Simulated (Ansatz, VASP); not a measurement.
# SnO: VASP beside Ansatz

```
CELL_PARAMETERS angstrom
3.35500 0.00000 0.00000
0.00000 5.67410 0.00000
0.00000 0.00000 4.22197
ATOMIC_POSITIONS crystal
Sn 0.00000 0.23191 0.51314
Sn 0.50000 0.76809 0.01314
O 0.00000 0.89125 0.73686
O 0.50000 0.10875 0.23686
```

Alike in both runs: task single point; functional LDA; k mesh 6 × 4 × 6; no spin polarisation.

|  | VASP | Ansatz |
| --- | --- | --- |
| version | VASP 6.6.1 | Ansatz 0.2.0 |
| potentials or method | VASP PAW LDA potentials, release 64 (Sn_d, O) | plane waves, PAW |
| plane-wave cutoff (eV) | 600 | 420 |
| occupations | gaussian, width 0.01 eV | fixed |
| valence electrons in the cell | 40 | 40 |

Ansatz gave:

```
gap on the k mesh at the Fermi level (eV) : 1.62
```

Task: Which values does VASP return?

Result: gap on the k mesh at the Fermi level (eV): 1.60.

LDA's correlation is that of Perdew and Zunger in VASP and of Perdew and Wang (1992) in Ansatz.
